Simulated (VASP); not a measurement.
# Fe (Fm-3m) in VASP: a series of runs

Fe is run at these levels: PBE; tasks: single point, relaxation of cell and atoms.

Everything below comes from runs of VASP 6.6.1. Logs are shortened: lines on timing, memory, paths and dates and some standing lists are left out, and cuts for length are marked.

### 1 The cell of the first run

It takes space group Fm-3m (No. 225, cubic). Conventional cell: a = 3.652 Å, b = 3.652 Å, c = 3.652 Å, α = 90.00°, β = 90.00°, γ = 90.00°. Fe (site symmetry m-3m) has 12 Fe at 2.58 Å within 3.4 Å.

### 2 Single point, PBE, collinear spin, ferromagnetic start

File INCAR:

```
SYSTEM = Fe
  PREC = Accurate
  ENCUT = 520
  EDIFF = 1E-7
  ISMEAR = 0
  SIGMA = 0.1
  LREAL = .False.
  LASPH = .True.
  NELM = 150
  ALGO = Normal
  ISIF = 2
  LWAVE = .False.
  LCHARG = .True.
  ISPIN = 2
  MAGMOM = 3.51
  LORBIT = 11
  LMAXMIX = 4
  GGA = PE
  LELF = .True.
  LVHAR = .True.
  NBANDS = 14
```

File KPOINTS:

```
Automatic mesh
0
Gamma
  8 8 8
  0 0 0
```

File POSCAR:

```
Fe
1.0
    0.0000000000      1.8258176721      1.8258176721
    1.8258176721      0.0000000000      1.8258176721
    1.8258176721      1.8258176721      0.0000000000
Fe
1
Direct
    0.0000000000      0.0000000000      0.0000000000
```

Potentials or basis: VASP PAW PBE potentials, release 64 (Fe).

Command:

```bash
cat potpaw_PBE.64/Fe/POTCAR > POTCAR
mpirun -np 1 vasp_std > vasp.out
```

OUTCAR:

```text
SYSTEM = Fe
   PREC = Accurate
   ENCUT = 520
   EDIFF = 1E-7
   ISMEAR = 0
   LREAL = .False.
   LASPH = .True.
   NELM = 150
   ISIF = 2
   ISPIN = 2
   LORBIT = 11
   GGA = PE

 ion  position               nearest neighbor table
   1  0.000  0.000  0.000-

  LATTYP: Found a face centered cubic cell.
 ALAT       =     3.6516353442

  Lattice vectors:

 A1 = (   0.0000000000,   1.8258176721,   1.8258176721)
 A2 = (   1.8258176721,   0.0000000000,   1.8258176721)
 A3 = (   1.8258176721,   1.8258176721,   0.0000000000)

Analysis of symmetry for initial positions (statically):
=====================================================================
 Subroutine PRICEL returns:
 Original cell was already a primitive cell.

 Routine SETGRP: Setting up the symmetry group for a
 face centered cubic supercell.

 Subroutine GETGRP returns: Found 48 space group operations
 (whereof 48 operations were pure point group operations)
 out of a pool of 48 trial point group operations.

The static configuration has the point symmetry O_h .

Analysis of symmetry for dynamics (positions and initial velocities):
=====================================================================
 Subroutine PRICEL returns:
 Original cell was already a primitive cell.

 Routine SETGRP: Setting up the symmetry group for a
 face centered cubic supercell.

 Subroutine GETGRP returns: Found 48 space group operations
 (whereof 48 operations were pure point group operations)
 out of a pool of 48 trial point group operations.

The dynamic configuration has the point symmetry O_h .

Analysis of structural, dynamic, and magnetic symmetry:
=====================================================================
 Subroutine PRICEL returns:
 Original cell was already a primitive cell.

 Routine SETGRP: Setting up the symmetry group for a
 face centered cubic supercell.

 Subroutine GETGRP returns: Found 48 space group operations
 (whereof 48 operations were pure point group operations)
 out of a pool of 48 trial point group operations.

The overall configuration has the point symmetry O_h .

 Subroutine INISYM returns: Found 48 space group operations
 (whereof 48 operations are pure point group operations),
 and found     1 'primitive' translations

----------------------------------------------------------------------------------------

                                     Primitive cell

  volume of cell :      12.1731

  direct lattice vectors                    reciprocal lattice vectors
     0.000000000  1.825817672  1.825817672    -0.273849907  0.273849907  0.273849907
     1.825817672  0.000000000  1.825817672     0.273849907 -0.273849907  0.273849907
     1.825817672  1.825817672  0.000000000     0.273849907  0.273849907 -0.273849907

  length of vectors
     2.582096114  2.582096114  2.582096114     0.474321953  0.474321953  0.474321953

  position of ions in fractional coordinates (direct lattice)
     0.000000000  0.000000000  0.000000000

  ion indices of the primitive-cell ions
   primitive index   ion index
                 1           1

----------------------------------------------------------------------------------------

 KPOINTS: Automatic mesh

Automatic generation of k-mesh.
 Grid dimensions read from file:
 generate k-points for:    8    8    8

 Generating k-lattice:

  Cartesian coordinates                     Fractional coordinates (reciprocal lattice)
    -0.034231238  0.034231238  0.034231238     0.125000000  0.000000000  0.000000000
     0.034231238 -0.034231238  0.034231238     0.000000000  0.125000000  0.000000000
     0.034231238  0.034231238 -0.034231238     0.000000000  0.000000000  0.125000000

  Length of vectors
     0.059290244  0.059290244  0.059290244

  Shift w.r.t. Gamma in fractional coordinates (k-lattice)
     0.000000000  0.000000000  0.000000000

 Subroutine IBZKPT returns following result:
 ===========================================

 Found     29 irreducible k-points:

 Following reciprocal coordinates:
            Coordinates               Weight
  0.000000  0.000000  0.000000      1.000000
  0.125000  0.000000  0.000000      8.000000
  0.250000  0.000000  0.000000      8.000000
  0.375000  0.000000  0.000000      8.000000
  0.500000  0.000000  0.000000      4.000000
  0.125000  0.125000  0.000000      6.000000
[... 16 lines left out ...]
  0.500000  0.250000  0.125000     48.000000
 -0.375000  0.250000  0.125000     24.000000
 [... further k-points ...]
   k-points           NKPTS =     29   k-points in BZ     NKDIM =     29   number of bands    NBANDS=     14
   number of dos      NEDOS =    301   number of ions     NIONS =      1
   total plane-waves  NPLWV =   8000
   dimension x,y,z NGX =    20 NGY =   20 NGZ =   20
   dimension x,y,z NGXF=    40 NGYF=   40 NGZF=   40
   ions per type =               1
   NGX,Y,Z   is equivalent  to a cutoff of  12.88, 12.88, 12.88 a.u.
   NGXF,Y,Z  is equivalent  to a cutoff of  25.75, 25.75, 25.75 a.u.
 SYSTEM =  Fe
   PREC   = accura    normal or accurate (medium, high low for compatibility)
   ISTART =      0    job   : 0-new  1-cont  2-samecut
   ICHARG =      2    charge: 1-file 2-atom 10-const
   ISPIN  =      2    spin polarized calculation?
   LNONCOLLINEAR =      F non collinear calculations
   LSORBIT =      F    spin-orbit coupling
   LASPH  =      T    aspherical Exc in radial PAW
   ENCUT  =  520.0 eV  38.22 Ry    6.18 a.u.   4.80  4.80  4.80*2*pi/ulx,y,z
   NELM   =    150;   NELMIN=  2; NELMDL= -5     # of ELM steps
   EDIFF  = 0.1E-06   stopping-criterion for ELM
   LREAL  =      F    real-space projection
   EDIFFG = 0.1E-05   stopping-criterion for IOM
   NSW    =      0    number of steps for IOM
   IBRION =     -1    ionic relax: 0-MD 1-quasi-New 2-CG
   NFREE  =      0    steps in history (QN), initial steepest desc. (CG)
   ISIF   =      2    stress and relaxation
   ISYM   =      2    0-nonsym 1-usesym 2-fastsym
   POTIM  = 0.5000    time-step for ionic-motion
   TEBEG  =    0.0;   TEEND  =   0.0 temperature during run
   PSTRESS=    0.0 pullay stress
   NELECT =       8.0000    total number of electrons
   NUPDOWN=      -1.0000    fix difference up-down
   EMIN   =  10.00;   EMAX   =-10.00  energy-range for DOS
   EFERMI =   0.00;   METHOD = LEGACY
   ISMEAR =     0;   SIGMA  =   0.10  broadening in eV -4-tet -1-fermi 0-gaus
   EFERMI_NEDOS =   21; number of points for ismear=-14 and -15
   IALGO  =     38    algorithm
   IMIX   =      4    mixing-type and parameters
     AMIX     =   0.40;   BMIX     =  1.00
     AMIX_MAG =   1.60;   BMIX_MAG =  1.00
  volume/ion in A,a.u.               =      12.17        82.15
  Fermi-wavevector in a.u.,A,eV,Ry     =   1.423325  2.689694 27.563419  2.025854
  Thomas-Fermi vector in A             =   2.543935
   LORBIT       =     11    0 simple, 1 ext, 2 COOP (PROOUT), +10 PAW based schemes
   GGA     = PE    functional components
   LHFCALC =     F    Hartree Fock is set to
   AEXX    =    0.0000 exact exchange contribution
   IVDW    =     0    specifies the selected vdW correction
   LEPSILON=     F    determine dielectric tensor
   LRPA    =     F    only Hartree local field effects (RPA)
 spin polarized calculation
 Gauss-broadening in eV      SIGMA  =   0.10
  energy-cutoff  :      520.00
  volume of cell :       12.17
 maximum number of plane-waves:       342
   NGX =  9   NGY =  9   NGZ =  9

 number of electron       8.0000007 magnetization       2.6985739

 Free energy of the ion-electron system (eV)
  ---------------------------------------------------
  ext. energy  EPLUGINS =         0.00000000
  ---------------------------------------------------
  free energy    TOTEN  =        -8.09397989 eV

  energy without entropy =       -8.08773378  energy(sigma->0) =       -8.09085684

 E-fermi :   5.3603     XC(G=0): -12.7155

 val. band max:        5.3537458498   @ k =   0.0000   0.0000   0.0000
 cond. band min:       5.3847263343   @ k =   0.5000   0.0000   0.0000
 fundamental gap:      0.0309804845
 Fermi energy:         5.3603475339

 spin component 1

 k-point     1 :       0.0000    0.0000    0.0000
  band No.  band energies     occupation
      1      -2.9518      1.00000
      2       2.9013      1.00000
      3       2.9013      1.00000
      4       2.9013      1.00000
      5       3.8463      1.00000
      6       3.8463      1.00000
      7      27.0366      0.00000
      8      30.9681      0.00000
      9      30.9681      0.00000
     10      30.9681      0.00000
     11      33.7087      0.00000
     12      33.7087      0.00000
     13      33.7087      0.00000
     14      36.3913      0.00000
[... 375 lines left out ...]
 k-point    24 :      -0.3750    0.2500    0.1250
  band No.  band energies     occupation
      1       1.3828      1.00000
      2       1.9820      1.00000
      3       2.8760      1.00000
      4       3.3658      1.00000
      5       4.7061      1.00000
      6       8.7286      0.00000
      7      11.5382      0.00000
      8      20.4284      0.00000
      9      21.4315      0.00000
     10      29.3112      0.00000
     11      33.0987      0.00000
     12      39.6314      0.00000
     13      42.2077      0.00000
     14      42.9970      0.00000

 [... further k-points ...]

 spin component 2

 k-point     1 :       0.0000    0.0000    0.0000
  band No.  band energies     occupation
      1      -2.6689      1.00000
      2       5.3537      0.53761
      3       5.3537      0.53721
      4       5.3537      0.53719
      5       6.9371      0.00000
      6       6.9372      0.00000
      7      26.6794      0.00000
      8      31.4142      0.00000
      9      31.4142      0.00000
     10      31.4142      0.00000
     11      34.4966      0.00000
     12      34.4966      0.00000
     13      34.4966      0.00000
     14      35.7856      0.00000
[... 375 lines left out ...]
 k-point    24 :      -0.3750    0.2500    0.1250
  band No.  band energies     occupation
      1       3.0444      1.00000
      2       3.9915      1.00000
      3       4.8562      1.00000
      4       6.1483      0.00000
      5       7.5749      0.00000
      6      10.2558      0.00000
      7      13.0530      0.00000
      8      21.1379      0.00000
      9      22.2962      0.00000
     10      29.6560      0.00000
     11      33.6752      0.00000
     12      39.9683      0.00000
     13      42.8393      0.00000
     14      43.8526      0.00000

 [... further k-points ...]
[... 5 lines left out ...]
  --------------------------------------------------------------------------------------
  -------------------------------------------------------------------------------------
  Total        0.0006871      0.0006871      0.0006871     -0.0000000     -0.0000000     -0.0000000
  in kB        0.0904315      0.0904315      0.0904315     -0.0000000     -0.0000000     -0.0000000
  external PRESSURE =       0.0904315 kB  Pullay stress =       0.0000000 kB

 VOLUME and BASIS-vectors are now :
 -----------------------------------------------------------------------------
  energy-cutoff  :      520.00
  volume of cell :       12.17
      direct lattice vectors                 reciprocal lattice vectors
     0.000000000  1.825817672  1.825817672    -0.273849907  0.273849907  0.273849907
     1.825817672  0.000000000  1.825817672     0.273849907 -0.273849907  0.273849907
     1.825817672  1.825817672  0.000000000     0.273849907  0.273849907 -0.273849907

 POSITION                                       TOTAL-FORCE (eV/Angst)
 -----------------------------------------------------------------------------------
      0.00000      0.00000      0.00000         0.000000      0.000000      0.000000
 -----------------------------------------------------------------------------------
    total drift:                                0.000000      0.000000      0.000000

  FREE ENERGIE OF THE ION-ELECTRON SYSTEM (eV)
  ---------------------------------------------------
  free  energy   TOTEN  =        -8.0939798893 eV

  energy  without entropy=       -8.0877337809  energy(sigma->0) =       -8.09085684

 total charge

# of ion       s       p       d       tot
------------------------------------------
    1        0.472   0.496   6.164   7.132

 magnetization (x)

# of ion       s       p       d       tot
------------------------------------------
    1       -0.013  -0.043   2.747   2.691
```

It took 9.1 s on 1 thread of Intel Xeon Platinum 8488C (Sapphire Rapids), shared host; peak memory 0.13 GiB.

What came out:

```
Free energy                                           : -8.0940 eV
Pressure                                              : 0.0 GPa
Net moment                                            : 2.70 μB per cell
Site moments                                          : Fe +2.69 μB
Valence electrons inside the program's atomic spheres : Fe 7.13
```

Caveat: the k points lie up to 0.37 Å⁻¹ apart.

[end of part 1 of 2]
